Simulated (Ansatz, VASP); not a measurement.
Two plane-wave programs on MnPt2

File INCAR:

```
SYSTEM = MnPt2
ALGO     = Normal         ! electronic algorithm
EDIFF    = 1E-6           ! SCF threshold, eV
ENCUT    = 520            ! plane-wave cutoff, eV
GGA      = PS             ! functional
ISIF     = 2              ! what is computed and relaxed
ISMEAR   = -1             ! smearing method
LASPH    = .True.         ! aspherical terms in the spheres
LCHARG   = .False.        ! write CHGCAR
LREAL    = .False.        ! projectors in reciprocal space
LWAVE    = .False.        ! write WAVECAR
NBANDS   = 24             ! bands
NELM     = 80             ! most SCF steps
PREC     = Accurate       ! precision mode
SIGMA    = 0.05           ! smearing width, eV
```

The input KPOINTS:

```
k-points
0
Gamma
  11 11 4
  0 0 0
```

File POSCAR:

```
MnPt2
1.0
    2.8584044518      0.0000000000      0.0000000000
   -1.4292022259      2.4754508696      0.0000000000
    0.0000000000      0.0000000000      6.5325040000
Pt Mn
2 1
Direct
    0.6666666667      0.3333333333      0.3162060000
    0.3333333333      0.6666666667      0.6837940000
    0.0000000000      0.0000000000      0.0000000000
```

input.yaml

```yaml
crystal:
  lattice:
    - [2.8584044518, 0.0, 0.0]
    - [-1.4292022259, 2.4754508696, 0.0]
    - [0.0, 0.0, 6.532504]
  atoms:
    - { symbol: Pt, position: [0.6666666667, 0.3333333333, 0.316206] }
    - { symbol: Pt, position: [0.3333333333, 0.6666666667, 0.683794] }
    - { symbol: Mn, position: [0.0, 0.0, 0.0] }
hamiltonian:
  xc: pbesol
  pseudopotentials: { kind: paw }
kpoints:
  mp_grid: { grid: [11, 11, 4] }
scf:
  occupations: { method: fermi_dirac, width: 0.05 }
output:
  forces: true
  stress: true
  eigenvalues: true
```

Alike in both runs: task single point; functional PBEsol; k mesh 11 × 11 × 4; occupations fermi-dirac, width 0.05 eV; no spin polarisation.

```csv
,VASP,Ansatz
version,VASP 6.6.1,Ansatz 0.2.0
potentials or method,"VASP PAW PBE potentials, release 64 (Pt, Mn_pv)",Ansatz PAW
plane-wave cutoff (eV),520,420
valence electrons in the cell,33,51
```

Ansatz gave:

* gap on the k mesh at the Fermi level (eV): none
* pressure (GPa): -25.8
* traceless stress, the component that is largest in VASP (GPa): 7.97
* rms of the force components (eV/Å): 0.178

**Question.** Estimate VASP's values.

**Answer.** gap on the k mesh at the Fermi level (eV): none; pressure (GPa): -25.9; traceless stress, the component that is largest in VASP (GPa): 7.97; rms of the force components (eV/Å): 0.174.

VASP's potentials were made for PBE, not for PBEsol. Atom by atom the forces differ by 0.004 eV/Å (rms over components). A gap of «none» marks a metal or a gap that the smearing closes. VASP's potentials hold 33 valence electrons a cell and Ansatz's 51, so a difference there can come from the potentials and not from the codes.

Neither program's run includes spin-orbit coupling.
